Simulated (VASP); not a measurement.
# Ti (Im-3m) in VASP: notebook

Runs on Ti. Level: PBEsol. Tasks: single point, relaxation of cell and atoms.

Program: VASP 6.6.1. These are calculated values, not measurements. Logs are shortened: lines on timing, memory, paths and dates and some standing lists are left out, and cuts for length are marked.

### Step 1. The cell of the first run

It takes space group Im-3m (No. 229, cubic). Conventional cell: a = 3.210 Å, b = 3.210 Å, c = 3.210 Å, α = 90.00°, β = 90.00°, γ = 90.00°. Within 3.7 Å of Ti (site symmetry m-3m) lie 14 Ti at 2.78 to 3.21 Å.

### Step 2. Single point, PBEsol

Contents of INCAR:

```
SYSTEM = Ti
ALGO = Fast
EDIFF = 1E-7
ENCUT = 520
GGA = PS
ISIF = 2
ISMEAR = 0
LASPH = .True.
LCHARG = .True.
LELF = .True.
LREAL = .False.
LVHAR = .True.
LWAVE = .False.
NBANDS = 12
NELM = 80
PREC = Accurate
SIGMA = 0.1
```

Contents of KPOINTS:

```
k-points
0
Gamma
  18 18 18
  0 0 0
```

Contents of POSCAR:

```
Ti
1.0
   -1.6050518126      1.6050518126      1.6050518126
    1.6050518126     -1.6050518126      1.6050518126
    1.6050518126      1.6050518126     -1.6050518126
Ti
1
Direct
    0.0000000000      0.0000000000      0.0000000000
```

Potentials or basis: VASP PAW PBE potentials, release 64 (Ti_sv).

Started as:

```console
$ cat potpaw_PBE.64/Ti_sv/POTCAR > POTCAR
$ mpirun -np 1 vasp_std > vasp.out
```

OUTCAR:

```text
SYSTEM = Ti
   EDIFF = 1E-7
   ENCUT = 520
   GGA = PS
   ISIF = 2
   ISMEAR = 0
   LASPH = .True.
   LREAL = .False.
   NELM = 80
   PREC = Accurate

 ion  position               nearest neighbor table
   1  0.000  0.000  0.000-

  LATTYP: Found a body centered cubic cell.
 ALAT       =     3.2101036252

  Lattice vectors:

 A1 = (  -1.6050518126,   1.6050518126,   1.6050518126)
 A2 = (   1.6050518126,  -1.6050518126,   1.6050518126)
 A3 = (   1.6050518126,   1.6050518126,  -1.6050518126)

Analysis of symmetry for initial positions (statically):
=====================================================================
 Subroutine PRICEL returns:
 Original cell was already a primitive cell.

 Routine SETGRP: Setting up the symmetry group for a
 body centered cubic supercell.

 Subroutine GETGRP returns: Found 48 space group operations
 (whereof 48 operations were pure point group operations)
 out of a pool of 48 trial point group operations.

The static configuration has the point symmetry O_h .

Analysis of symmetry for dynamics (positions and initial velocities):
=====================================================================
 Subroutine PRICEL returns:
 Original cell was already a primitive cell.

 Routine SETGRP: Setting up the symmetry group for a
 body centered cubic supercell.

 Subroutine GETGRP returns: Found 48 space group operations
 (whereof 48 operations were pure point group operations)
 out of a pool of 48 trial point group operations.

The dynamic configuration has the point symmetry O_h .

 Subroutine INISYM returns: Found 48 space group operations
 (whereof 48 operations are pure point group operations),
 and found     1 'primitive' translations

----------------------------------------------------------------------------------------

                                     Primitive cell

  volume of cell :      16.5397

  direct lattice vectors                    reciprocal lattice vectors
    -1.605051813  1.605051813  1.605051813     0.000000000  0.311516423  0.311516423
     1.605051813 -1.605051813  1.605051813     0.311516423  0.000000000  0.311516423
     1.605051813  1.605051813 -1.605051813     0.311516423  0.311516423  0.000000000

  length of vectors
     2.780031288  2.780031288  2.780031288     0.440550751  0.440550751  0.440550751

  position of ions in fractional coordinates (direct lattice)
     0.000000000  0.000000000  0.000000000
[... 83 lines left out ...]
   ISYM   =      2    0-nonsym 1-usesym 2-fastsym
   POTIM  = 0.5000    time-step for ionic-motion
   TEBEG  =    0.0;   TEEND  =   0.0 temperature during run
   PSTRESS=    0.0 pullay stress
   NELECT =      12.0000    total number of electrons
   NUPDOWN=      -1.0000    fix difference up-down
   EMIN   =  10.00;   EMAX   =-10.00  energy-range for DOS
   EFERMI =   0.00;   METHOD = LEGACY
   ISMEAR =     0;   SIGMA  =   0.10  broadening in eV -4-tet -1-fermi 0-gaus
   EFERMI_NEDOS =   21; number of points for ismear=-14 and -15
   IALGO  =     68    algorithm
   IMIX   =      4    mixing-type and parameters
     AMIX     =   0.40;   BMIX     =  1.00
     AMIX_MAG =   1.60;   BMIX_MAG =  1.00
  volume/ion in A,a.u.               =      16.54       111.62
  Fermi-wavevector in a.u.,A,eV,Ry     =   1.471046  2.779873 29.442677  2.163976
  Thomas-Fermi vector in A             =   2.586229
   LORBIT       =      0    0 simple, 1 ext, 2 COOP (PROOUT), +10 PAW based schemes
   GGA     = PS    functional components
   LHFCALC =     F    Hartree Fock is set to
   AEXX    =    0.0000 exact exchange contribution
   IVDW    =     0    specifies the selected vdW correction
   LEPSILON=     F    determine dielectric tensor
   LRPA    =     F    only Hartree local field effects (RPA)
 non-spin polarized calculation
 RMM-DIIS sequential band-by-band and
 Gauss-broadening in eV      SIGMA  =   0.10
  energy-cutoff  :      520.00
  volume of cell :       16.54
 maximum number of plane-waves:       466
 NGX is ok and might be reduce to    24
   NGX = 11   NGY = 11   NGZ = 11

 number of electron      12.0000000 magnetization

 Free energy of the ion-electron system (eV)
  ---------------------------------------------------
  ext. energy  EPLUGINS =         0.00000000
  ---------------------------------------------------
  free energy    TOTEN  =        -8.24096011 eV

  energy without entropy =       -8.22994654  energy(sigma->0) =       -8.23545333

 E-fermi :   8.4696     XC(G=0): -11.8672

 val. band max:        8.4605202574   @ k =   0.3333   0.2222   0.0000
 cond. band min:       8.4726938359   @ k =  -0.4444   0.5000   0.1111
 fundamental gap:      0.0121735785
 Fermi energy:         8.4696147788

 k-point     1 :       0.0000    0.0000    0.0000
  band No.  band energies     occupation
      1     -47.7326      2.00000
      2     -23.6206      2.00000
      3     -23.6206      2.00000
      4     -23.6206      2.00000
      5       2.4166      2.00000
      6       9.4971      0.00000
      7       9.4971      0.00000
      8       9.4971      0.00000
      9      11.3793      0.00000
     10      11.3793      0.00000
     11      26.2411      0.00000
     12      26.2411      0.00000
[... 331 lines left out ...]
 k-point    24 :       0.3889    0.1111    0.0000
  band No.  band energies     occupation
      1     -47.5693      2.00000
      2     -24.3675      2.00000
      3     -23.8908      2.00000
      4     -23.6603      2.00000
      5       6.1343      2.00000
      6       8.0691      2.00000
      7       9.0976      0.00000
      8      11.2996      0.00000
      9      11.8880      0.00000
     10      13.3767      0.00000
     11      18.1524      0.00000
     12      21.9981      0.00000

 [... further k-points ...]

------------------------ aborting loop because EDIFF is reached ----------------------------------------

  FORCE on cell =-STRESS in cart. coord.  units (eV):
  Direction    XX          YY          ZZ          XY          YZ          ZX
  --------------------------------------------------------------------------------------
  -------------------------------------------------------------------------------------
  Total       -0.0292523     -0.0292523     -0.0292523     -0.0000000     -0.0000000      0.0000000
  in kB       -2.8336301     -2.8336301     -2.8336301     -0.0000000     -0.0000000      0.0000000
  external PRESSURE =      -2.8336301 kB  Pullay stress =       0.0000000 kB

 VOLUME and BASIS-vectors are now :
 -----------------------------------------------------------------------------
  energy-cutoff  :      520.00
  volume of cell :       16.54
      direct lattice vectors                 reciprocal lattice vectors
    -1.605051813  1.605051813  1.605051813     0.000000000  0.311516423  0.311516423
     1.605051813 -1.605051813  1.605051813     0.311516423  0.000000000  0.311516423
     1.605051813  1.605051813 -1.605051813     0.311516423  0.311516423  0.000000000

 POSITION                                       TOTAL-FORCE (eV/Angst)
 -----------------------------------------------------------------------------------
      0.00000      0.00000      0.00000         0.000000      0.000000      0.000000
 -----------------------------------------------------------------------------------
    total drift:                               -0.000000      0.000000     -0.000000

  FREE ENERGIE OF THE ION-ELECTRON SYSTEM (eV)
  ---------------------------------------------------
  free  energy   TOTEN  =        -8.2409601143 eV

  energy  without entropy=       -8.2299465386  energy(sigma->0) =       -8.23545333
```

stdout:

```text
POSCAR found type information on POSCAR Ti
 POSCAR found :  1 types and       1 ions
 scaLAPACK will be used
 -----------------------------------------------------------------------------
|                                                                             |
|                                                                             |
|     You enforced a specific xc type in the INCAR file but a different       |
|     I HOPE YOU KNOW WHAT YOU ARE DOING!                                     |
|                                                                             |
 -----------------------------------------------------------------------------

 LDA part: xc-table for (Slater+PW92), standard interpolation
 POSCAR, INCAR and KPOINTS ok, starting setup
 FFT: planning ... GRIDC
 FFT: planning ... GRID_SOFT
 FFT: planning ... GRID
 WAVECAR not read
 entering main loop
WARNING in EDDRMM: call to ZHEGV failed, returncode =   8  4      7
WARNING in EDDRMM: call to ZHEGV failed, returncode =   8  4      2
WARNING in EDDRMM: call to ZHEGV failed, returncode =   6  3      9
WARNING in EDDRMM: call to ZHEGV failed, returncode =   6  3      9
WARNING in EDDRMM: call to ZHEGV failed, returncode =   6  3      5
```

Wall time 54 s (1 thread of Intel Xeon Platinum 8259CL at 2.50GHz (Skylake/Cascade Lake), shared host); peak memory 0.16 GiB.

What came out:

```
Free energy            : -8.2410 eV
Pressure               : -0.3 GPa
Band gap on the k mesh : zero (band 6 reaches 9.50 eV, above the bottom of band 7 at 7.89 eV)
```

Levels at points of the mesh, in eV from the Fermi level:
| k point | band 3 | band 4 | band 5 | band 6 | band 7 | band 8 | band 9 | band 10 |
| --- | --- | --- | --- | --- | --- | --- | --- | --- |
| (0.00, 0.00, 0.00) | -32.09 | -32.09 | -6.05 | 1.03 | 1.03 | 1.03 | 2.91 | 2.91 |
| (0.50, 0.00, 0.00) | -32.34 | -32.10 | -2.58 | -0.45 | 1.31 | 2.91 | 3.28 | 4.56 |
| (0.50, 0.50, 0.50) | -32.63 | -32.63 | -2.27 | -2.27 | 4.18 | 4.18 | 4.18 | 8.76 |

Caveat: the PAW data sets were made with another functional, which shifts forces and pressure a little.

### Step 3. Relaxation of cell and atoms, PBEsol

This run uses another cell than the first one, of 17.25 Å³/atom, 1.043 times its volume.

Contents of INCAR:

```
SYSTEM = Ti
ALGO     = Normal         ! electronic algorithm
EDIFF    = 1E-6           ! SCF threshold, eV
EDIFFG   = -0.005         ! ionic threshold
ENCUT    = 600            ! plane-wave cutoff, eV
GGA      = PS             ! functional
IBRION   = 2              ! ionic algorithm
ISIF     = 3              ! what is computed and relaxed
ISMEAR   = 0              ! smearing method
LASPH    = .TRUE.         ! aspherical terms in the spheres
LCHARG   = .FALSE.        ! write CHGCAR
LREAL    = .FALSE.        ! projectors in reciprocal space
LWAVE    = .FALSE.        ! write WAVECAR
NELM     = 80             ! most SCF steps
NSW      = 70             ! ionic steps
PREC     = Accurate       ! precision mode
SIGMA    = 0.1            ! smearing width, eV
```

Contents of KPOINTS:

```
k-points
0
G
  18 18 18
  0 0 0
```

Contents of POSCAR:

```
Ti
1.0
   -1.6277527636      1.6277527636      1.6277527636
    1.6277527636     -1.6277527636      1.6277527636
    1.6277527636      1.6277527636     -1.6277527636
Ti
1
Direct
    0.0000000000      0.0000000000      0.0000000000
```

Potentials or basis: VASP PAW PBE potentials, release 64 (Ti_sv).

Started as:

```console
$ cat potpaw_PBE.64/Ti_sv/POTCAR > POTCAR
$ mpirun -np 1 vasp_std > vasp.out
```

OUTCAR:

```text
SYSTEM = Ti
   EDIFF = 1E-6
   EDIFFG = -0.005
   ENCUT = 600
   GGA = PS
   IBRION = 2
   ISIF = 3
   ISMEAR = 0
   LASPH = .TRUE.
   LREAL = .FALSE.
   NELM = 80
   NSW = 70
   PREC = Accurate

 ion  position               nearest neighbor table
   1  0.000  0.000  0.000-

  LATTYP: Found a body centered cubic cell.
 ALAT       =     3.2555055272

  Lattice vectors:

 A1 = (  -1.6277527636,   1.6277527636,   1.6277527636)
 A2 = (   1.6277527636,  -1.6277527636,   1.6277527636)
 A3 = (   1.6277527636,   1.6277527636,  -1.6277527636)

Analysis of symmetry for initial positions (statically):
=====================================================================
 Subroutine PRICEL returns:
[... 255 lines left out ...]
 Fermi energy:         8.4965013953

 k-point     1 :       0.0000    0.0000    0.0000
  band No.  band energies     occupation
      1     -47.7008      2.00000
      2     -23.5858      2.00000
      3     -23.5858      2.00000
      4     -23.5858      2.00000
      5       2.4391      2.00000
      6       9.5261      0.00000
      7       9.5261      0.00000
      8       9.5261      0.00000
      9      11.4141      0.00000
     10      11.4141      0.00000
[... 287 lines left out ...]
 k-point    24 :       0.3889    0.1111   -0.0000
  band No.  band energies     occupation
      1     -47.5359      2.00000
      2     -24.3386      2.00000
      3     -23.8581      2.00000
      4     -23.6258      2.00000
      5       6.1564      2.00000
      6       8.0935      2.00000
      7       9.1300      0.00000
      8      11.3346      0.00000
      9      11.9253      0.00000
     10      13.4190      0.00000

 [... further k-points ...]

------------------------ aborting loop because EDIFF is reached ----------------------------------------

  FORCE on cell =-STRESS in cart. coord.  units (eV):
  Direction    XX          YY          ZZ          XY          YZ          ZX
  --------------------------------------------------------------------------------------
  -------------------------------------------------------------------------------------
  Total        0.0016516      0.0016516      0.0016516     -0.0000000     -0.0000000      0.0000000
  in kB        0.1603906      0.1603906      0.1603906     -0.0000000     -0.0000000      0.0000000
  external PRESSURE =       0.1603906 kB  Pullay stress =       0.0000000 kB
[... 16 lines left out ...]
  FREE ENERGIE OF THE ION-ELECTRON SYSTEM (eV)
  ---------------------------------------------------
  free  energy   TOTEN  =        -8.2412382882 eV

  energy  without entropy=       -8.2302368580  energy(sigma->0) =       -8.23573757

 reached required accuracy - stopping structural energy minimisation
```

OSZICAR:

```text
N       E                     dE             d eps       ncg     rms          rms(c)
DAV:   1     0.831156928266E+02    0.83116E+02   -0.73956E+03  3902   0.158E+03
DAV:   2    -0.490623009356E+01   -0.88022E+02   -0.86706E+02  4004   0.333E+02
DAV:   3    -0.923376359812E+01   -0.43275E+01   -0.42658E+01  5202   0.764E+01
[... 27 lines left out ...]
DAV:   5    -0.824101513229E+01   -0.33179E-02   -0.70757E-03  5602   0.448E-01    0.889E-02
DAV:   6    -0.824116577854E+01   -0.15065E-03   -0.27669E-04  4170   0.147E-01    0.441E-02
DAV:   7    -0.824123853698E+01   -0.72758E-04   -0.20848E-04  4894   0.143E-01    0.206E-02
DAV:   8    -0.824123830369E+01    0.23329E-06   -0.18061E-05  4018   0.448E-02    0.809E-04
DAV:   9    -0.824123828818E+01    0.15514E-07   -0.45080E-07  2464   0.526E-03
   3 F= -.82412383E+01 E0= -.82357376E+01  d E =-.113467E-01
```

Wall time 47 s (1 thread of Intel Xeon Platinum 8259CL at 2.50GHz (Skylake/Cascade Lake), shared host); peak memory 0.18 GiB.

What came out:

```
Free energy                            : -8.2412 eV
Relaxed volume                         : 16.50 Å³/atom
Relaxed cell                           : a = 2.778 Å, b = 2.778 Å, c = 2.778 Å, α = 109.47°, β = 109.47°, γ = 109.47°
Space group after relaxing (to 0.05 Å) : Im-3m (No. 229)
Energy gained by relaxing              : 11.3 meV/atom
Ionic steps                            : 3
Pressure after relaxing                : 0.0 GPa
Band gap on the k mesh                 : zero (band 6 reaches 9.53 eV, above the bottom of band 7 at 7.91 eV)
```

Step by step:
| step | energy change (eV) | largest force (eV/Å) | pressure (GPa) | volume (Å³) |
| --- | --- | --- | --- | --- |
| 1 | 0.0000 | 0.0000 | -4.66 | 17.25 |
| 2 | -0.0065 | 0.0000 | 3.36 | 16.03 |
| 3 | -0.0113 | 0.0000 | 0.02 | 16.50 |

Final structure:
```
Ti
1.0
    -1.60371    1.60371    1.60371
     1.60371   -1.60371    1.60371
     1.60371    1.60371   -1.60371
Ti
1
Direct
  0.00000 0.00000 0.00000
```

Caveat: the PAW data sets were made with another functional, which shifts forces and pressure a little.
